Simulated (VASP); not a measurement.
# Ni (P6_3/mmc) in VASP: single point with r2SCAN

Aim: the single point of Ni with r2SCAN.

Program: VASP 6.6.1. These are calculated values, not measurements. Logs are shortened: lines on timing, memory, paths and dates and some standing lists are left out, and cuts for length are marked.

## 1. The cell of the first run

It takes space group P6_3/mmc (No. 194, hexagonal). The conventional cell has a = 2.455 Å, b = 2.455 Å, c = 4.041 Å, α = 90.00°, β = 90.00°, γ = 120.00°. Ni (site symmetry -6m2) has 12 Ni at 2.46 to 2.47 Å within 3.2 Å.

This isn't the form of Ni at room conditions, which is fcc.

## 2. Single point, r2SCAN, collinear spin, ferromagnetic start

File POSCAR:

```
Ni
1.0
    2.4553761148      0.0000000000      0.0000000000
   -1.2276880574      2.1264180913      0.0000000000
    0.0000000000      0.0000000000      4.0410824762
Ni
2
Direct
    0.3333333333      0.6666666667      0.2500000000
    0.6666666667      0.3333333333      0.7500000000
```

File INCAR.step1:

```
SYSTEM = Ni
PREC = Accurate
ENCUT = 660
ISMEAR = -1
SIGMA = 0.1
LREAL = .False.
LASPH = .True.
NELM = 200
ISPIN = 2
MAGMOM = 2 2
LMAXMIX = 4
NBANDS = 21
GGA = PE
ALGO = Normal
EDIFF = 1E-5
LWAVE = .True.
LCHARG = .False.
GGA_COMPAT = .False.
```

File INCAR.step2:

```
SYSTEM = Ni
PREC = Accurate
ENCUT = 660
EDIFF = 1E-6
ISMEAR = -1
SIGMA = 0.1
LREAL = .False.
LASPH = .True.
NELM = 200
ALGO = Normal
ISIF = 2
LWAVE = .False.
LCHARG = .False.
ISPIN = 2
MAGMOM = 2 2
LORBIT = 11
LMAXMIX = 4
METAGGA = R2SCAN
LMIXTAU = .True.
NBANDS = 21
ISTART = 1
GGA_COMPAT = .False.
```

File KPOINTS:

```
regular mesh
0
Gamma
  14 14 8
  0 0 0
```

Potentials or basis: VASP PAW PBE potentials, release 64 (Ni).

Launch:

```bash
> cat potpaw_PBE.64/Ni/POTCAR > POTCAR
> cp INCAR.step1 INCAR
> mpirun -np 1 vasp_std > vasp.out
> cp INCAR.step2 INCAR
> mpirun -np 1 vasp_std > vasp.out
```

OUTCAR:

```text
SYSTEM = Ni
   PREC = Accurate
   ENCUT = 660
   EDIFF = 1E-6
   ISMEAR = -1
   LREAL = .False.
   LASPH = .True.
   NELM = 200
   ISIF = 2
   ISPIN = 2
   LORBIT = 11
   METAGGA = R2SCAN
   ISTART = 1

 ion  position               nearest neighbor table
   1  0.333  0.667  0.250-   2 2.47   2 2.47   2 2.47   2 2.47   2 2.47   2 2.47
   2  0.667  0.333  0.750-   1 2.47   1 2.47   1 2.47   1 2.47   1 2.47   1 2.47

  LATTYP: Found a hexagonal cell.
 ALAT       =     2.4553761148
 C/A-ratio  =     1.6458099644

  Lattice vectors:

 A1 = (   2.4553761148,   0.0000000000,   0.0000000000)
 A2 = (  -1.2276880574,   2.1264180913,   0.0000000000)
 A3 = (   0.0000000000,   0.0000000000,   4.0410824762)

Analysis of symmetry for initial positions (statically):
=====================================================================
 Subroutine PRICEL returns:
 Original cell was already a primitive cell.

 Routine SETGRP: Setting up the symmetry group for a
 hexagonal supercell.

 Subroutine GETGRP returns: Found 24 space group operations
 (whereof 12 operations were pure point group operations)
 out of a pool of 24 trial point group operations.

The static configuration has the point symmetry D_3d.
 The point group associated with its full space group is D_6h.

Analysis of symmetry for dynamics (positions and initial velocities):
=====================================================================
 Subroutine PRICEL returns:
 Original cell was already a primitive cell.

 Routine SETGRP: Setting up the symmetry group for a
 hexagonal supercell.

 Subroutine GETGRP returns: Found 24 space group operations
 (whereof 12 operations were pure point group operations)
 out of a pool of 24 trial point group operations.

The dynamic configuration has the point symmetry D_3d.
 The point group associated with its full space group is D_6h.

Analysis of structural, dynamic, and magnetic symmetry:
=====================================================================
 Subroutine PRICEL returns:
 Original cell was already a primitive cell.

 Routine SETGRP: Setting up the symmetry group for a
 hexagonal supercell.

 Subroutine GETGRP returns: Found 24 space group operations
 (whereof 12 operations were pure point group operations)
 out of a pool of 24 trial point group operations.

The overall configuration has the point symmetry D_3d.
 The point group associated with its full space group is D_6h.

 Subroutine INISYM returns: Found 24 space group operations
 (whereof 12 operations are pure point group operations),
 and found     1 'primitive' translations

----------------------------------------------------------------------------------------

                                     Primitive cell

  volume of cell :      21.0991

  direct lattice vectors                    reciprocal lattice vectors
     2.455376115  0.000000000  0.000000000     0.407269580  0.235137202  0.000000000
    -1.227688057  2.126418091  0.000000000     0.000000000  0.470274404  0.000000000
     0.000000000  0.000000000  4.041082476     0.000000000  0.000000000  0.247458449

  length of vectors
     2.455376115  2.455376115  4.041082476     0.470274404  0.470274404  0.247458449

  position of ions in fractional coordinates (direct lattice)
     0.333333333  0.666666667  0.250000000
     0.666666667  0.333333333  0.750000000

  ion indices of the primitive-cell ions
   primitive index   ion index
                 1           1
                 2           2

----------------------------------------------------------------------------------------

 KPOINTS: regular mesh

Automatic generation of k-mesh.
 Grid dimensions read from file:
 generate k-points for:   14   14    8

 Generating k-lattice:

  Cartesian coordinates                     Fractional coordinates (reciprocal lattice)
     0.029090684  0.016795514  0.000000000     0.071428571  0.000000000  0.000000000
     0.000000000  0.033591029  0.000000000     0.000000000  0.071428571  0.000000000
     0.000000000  0.000000000  0.030932306     0.000000000  0.000000000  0.125000000

  Length of vectors
     0.033591029  0.033591029  0.030932306

  Shift w.r.t. Gamma in fractional coordinates (k-lattice)
     0.000000000  0.000000000  0.000000000

 Subroutine IBZKPT returns following result:
 ===========================================

 Found    120 irreducible k-points:

 Following reciprocal coordinates:
            Coordinates               Weight
  0.000000  0.000000  0.000000      1.000000
  0.071429 -0.000000  0.000000      6.000000
  0.142857  0.000000  0.000000      6.000000
  0.214286  0.000000  0.000000      6.000000
  0.285714  0.000000  0.000000      6.000000
  0.357143 -0.000000  0.000000      6.000000
[... 16 lines left out ...]
  0.285714  0.285714  0.000000      6.000000
  0.357143  0.285714  0.000000      6.000000
 [... further k-points ...]
   k-points           NKPTS =    120   k-points in BZ     NKDIM =    120   number of bands    NBANDS=     21
   number of dos      NEDOS =    301   number of ions     NIONS =      2
   total plane-waves  NPLWV =  20736
   dimension x,y,z NGX =    24 NGY =   24 NGZ =   36
   dimension x,y,z NGXF=    48 NGYF=   48 NGZF=   72
   ions per type =               2
   NGX,Y,Z   is equivalent  to a cutoff of  16.25, 16.25, 14.81 a.u.
   NGXF,Y,Z  is equivalent  to a cutoff of  32.50, 32.50, 29.62 a.u.
 SYSTEM =  Ni
   PREC   = accura    normal or accurate (medium, high low for compatibility)
   ISTART =      1    job   : 0-new  1-cont  2-samecut
   ICHARG =      0    charge: 1-file 2-atom 10-const
   ISPIN  =      2    spin polarized calculation?
   LNONCOLLINEAR =      F non collinear calculations
   LSORBIT =      F    spin-orbit coupling
   LASPH  =      T    aspherical Exc in radial PAW
   ENCUT  =  660.0 eV  48.51 Ry    6.96 a.u.   5.14  5.14  8.46*2*pi/ulx,y,z
   NELM   =    200;   NELMIN=  2; NELMDL=  0     # of ELM steps
   EDIFF  = 0.1E-05   stopping-criterion for ELM
   LREAL  =      F    real-space projection
   EDIFFG = 0.1E-04   stopping-criterion for IOM
   NSW    =      0    number of steps for IOM
   IBRION =     -1    ionic relax: 0-MD 1-quasi-New 2-CG
   NFREE  =      0    steps in history (QN), initial steepest desc. (CG)
   ISIF   =      2    stress and relaxation
   ISYM   =      2    0-nonsym 1-usesym 2-fastsym
   POTIM  = 0.5000    time-step for ionic-motion
   TEBEG  =    0.0;   TEEND  =   0.0 temperature during run
   PSTRESS=    0.0 pullay stress
   NELECT =      20.0000    total number of electrons
   NUPDOWN=      -1.0000    fix difference up-down
   EMIN   =  10.00;   EMAX   =-10.00  energy-range for DOS
   EFERMI =   0.00;   METHOD = LEGACY
   ISMEAR =    -1;   SIGMA  =   0.10  broadening in eV -4-tet -1-fermi 0-gaus
   EFERMI_NEDOS =   21; number of points for ismear=-14 and -15
   IALGO  =     38    algorithm
   IMIX   =      4    mixing-type and parameters
     AMIX     =   0.40;   BMIX     =  1.00
     AMIX_MAG =   1.60;   BMIX_MAG =  1.00
  volume/ion in A,a.u.               =      10.55        71.19
  Fermi-wavevector in a.u.,A,eV,Ry     =   1.608163  3.038987 35.187221  2.586188
  Thomas-Fermi vector in A             =   2.704076
   LORBIT       =     11    0 simple, 1 ext, 2 COOP (PROOUT), +10 PAW based schemes
   METAGGA = R2SCAN    functional components
   LHFCALC =     F    Hartree Fock is set to
   AEXX    =    0.0000 exact exchange contribution
   IVDW    =     0    specifies the selected vdW correction
   LEPSILON=     F    determine dielectric tensor
   LRPA    =     F    only Hartree local field effects (RPA)
 spin polarized calculation
  energy-cutoff  :      660.00
  volume of cell :       21.10
 maximum number of plane-waves:       826
 NGX is ok and might be reduce to    24
   NGX = 11   NGY = 11   NGZ = 17

 number of electron      20.0000010 magnetization       1.4645096

 Free energy of the ion-electron system (eV)
  ---------------------------------------------------
  ext. energy  EPLUGINS =         0.00000000
  ---------------------------------------------------
  free energy    TOTEN  =       -23.85623026 eV

  energy without entropy =      -23.74638441  energy(sigma->0) =      -23.80130733

 E-fermi :   9.7323     XC(G=0): -14.5966

 val. band max:        9.7272739059   @ k =   0.2143   0.0714   0.2500
 cond. band min:       9.7381664980   @ k =   0.2857   0.0000   0.2500
 fundamental gap:      0.0108925921
 Fermi energy:         9.7322953231

 spin component 1

 k-point     1 :       0.0000    0.0000    0.0000
  band No.  band energies     occupation
      1       0.1168      1.00000
      2       4.3143      1.00000
      3       6.7453      1.00000
      4       6.8897      1.00000
      5       6.8897      1.00000
      6       7.1632      1.00000
[... 13 lines left out ...]
     20      37.1569      0.00000
     21      41.7156      0.00000

 k-point     2 :       0.0714   -0.0000    0.0000
  band No.  band energies     occupation
      1       0.3059      1.00000
      2       4.4264      1.00000
      3       6.6519      1.00000
      4       6.9615      1.00000
      5       6.9702      1.00000
      6       7.1238      1.00000
[... 13 lines left out ...]
     20      39.4353      0.00000
     21      40.0864      0.00000

 k-point     3 :       0.1429    0.0000    0.0000
  band No.  band energies     occupation
      1       0.8602      1.00000
      2       4.7226      1.00000
      3       6.4600      1.00000
      4       6.9430      1.00000
      5       6.9702      1.00000
      6       7.1779      1.00000
[... 13 lines left out ...]
     20      39.8820      0.00000
     21      40.8099      0.00000
[... 457 lines left out ...]
 k-point    23 :       0.2857    0.2857    0.0000
  band No.  band energies     occupation
      1       5.3470      1.00000
      2       5.3868      1.00000
      3       5.6281      1.00000
      4       5.7814      1.00000
      5       6.6329      1.00000
      6       6.8845      1.00000
[... 13 lines left out ...]
     20      43.9190      0.00000
     21      45.6841      0.00000

 k-point    24 :       0.3571    0.2857    0.0000
  band No.  band energies     occupation
      1       5.3453      1.00000
      2       5.5008      1.00000
      3       5.5593      1.00000
      4       5.9022      1.00000
      5       6.6745      1.00000
      6       6.7669      1.00000
[... 13 lines left out ...]
     20      44.3860      0.00000
     21      47.1332      0.00000

 [... further k-points ...]

 spin component 2

 k-point     1 :       0.0000    0.0000    0.0000
  band No.  band energies     occupation
      1      -0.1096      1.00000
      2       4.9579      1.00000
      3       7.9955      1.00000
      4       7.9955      1.00000
      5       8.0073      1.00000
      6       8.3012      1.00000
[... 13 lines left out ...]
     20      37.3904      0.00000
     21      41.9814      0.00000

 k-point     2 :       0.0714   -0.0000    0.0000
  band No.  band energies     occupation
      1       0.0810      1.00000
      2       5.0844      1.00000
      3       7.8001      1.00000
      4       8.0820      1.00000
      5       8.1685      1.00000
      6       8.2569      1.00000
[... 13 lines left out ...]
     20      39.5130      0.00000
     21      40.3093      0.00000

 k-point     3 :       0.1429    0.0000    0.0000
  band No.  band energies     occupation
      1       0.6418      1.00000
      2       5.4242      1.00000
      3       7.4907      1.00000
      4       7.5401      1.00000
      5       8.0936      1.00000
      6       8.3306      1.00000
[... 13 lines left out ...]
     20      40.1665      0.00000
     21      41.0185      0.00000
[... 457 lines left out ...]
 k-point    23 :       0.2857    0.2857    0.0000
  band No.  band energies     occupation
      1       5.9418      1.00000
      2       6.0409      1.00000
      3       6.4141      1.00000
      4       6.4249      1.00000
      5       7.4486      1.00000
      6       7.6973      1.00000
[... 13 lines left out ...]
     20      44.1239      0.00000
     21      46.0501      0.00000

 k-point    24 :       0.3571    0.2857    0.0000
  band No.  band energies     occupation
      1       6.0519      1.00000
      2       6.1652      1.00000
      3       6.3305      1.00000
      4       6.5236      1.00000
      5       7.4869      1.00000
      6       7.5666      1.00000
[... 13 lines left out ...]
     20      44.6107      0.00000
     21      47.4343      0.00000

 [... further k-points ...]

------------------------ aborting loop because EDIFF is reached ----------------------------------------

  FORCE on cell =-STRESS in cart. coord.  units (eV):
  Direction    XX          YY          ZZ          XY          YZ          ZX
  --------------------------------------------------------------------------------------
  -------------------------------------------------------------------------------------
  Total        0.0292094      0.0292094      0.0097568      0.0000000      0.0000000      0.0000000
  in kB        2.2180395      2.2180395      0.7408877      0.0000000      0.0000000      0.0000000
  external PRESSURE =       1.7256556 kB  Pullay stress =       0.0000000 kB

 VOLUME and BASIS-vectors are now :
 -----------------------------------------------------------------------------
  energy-cutoff  :      660.00
  volume of cell :       21.10
      direct lattice vectors                 reciprocal lattice vectors
     2.455376115  0.000000000  0.000000000     0.407269580  0.235137202  0.000000000
    -1.227688057  2.126418091  0.000000000     0.000000000  0.470274404  0.000000000
     0.000000000  0.000000000  4.041082476     0.000000000  0.000000000  0.247458449

 POSITION                                       TOTAL-FORCE (eV/Angst)
 -----------------------------------------------------------------------------------
     -0.00000      1.41761      1.01027         0.000000     -0.000000      0.000000
      1.22769      0.70881      3.03081         0.000000      0.000000      0.000000
 -----------------------------------------------------------------------------------
    total drift:                                0.000000     -0.000000     -0.000000

  FREE ENERGIE OF THE ION-ELECTRON SYSTEM (eV)
  ---------------------------------------------------
  free  energy   TOTEN  =       -23.8562302632 eV

  energy  without entropy=      -23.7463844057  energy(sigma->0) =      -23.80130733

 total charge

# of ion       s       p       d       tot
------------------------------------------
    1        0.526   0.545   8.331   9.402
    2        0.526   0.545   8.331   9.402
--------------------------------------------------
tot          1.051   1.091  16.662  18.805

 magnetization (x)

# of ion       s       p       d       tot
------------------------------------------
    1       -0.006  -0.038   0.794   0.750
    2       -0.006  -0.038   0.794   0.750
--------------------------------------------------
tot         -0.012  -0.077   1.589   1.500
```

It took 10 min on 1 thread of Intel Xeon Platinum 8259CL at 2.50GHz (Skylake/Cascade Lake), shared host; peak memory 0.25 GiB.

What came out:

```yaml
Free_energy: -23.8562 eV
Pressure: 0.2 GPa
Net_moment: 1.46 μB per cell
Site_moments: Ni +0.75 μB
Valence_electrons_inside_the_program's_atomic_spheres: Ni 9.40
```

Stress tensor (GPa, compression positive):
```
0.22 0.00 0.00
0.00 0.22 0.00
0.00 0.00 0.07
```

Caveat: the PAW data sets were made with another functional, which shifts forces and pressure a little.
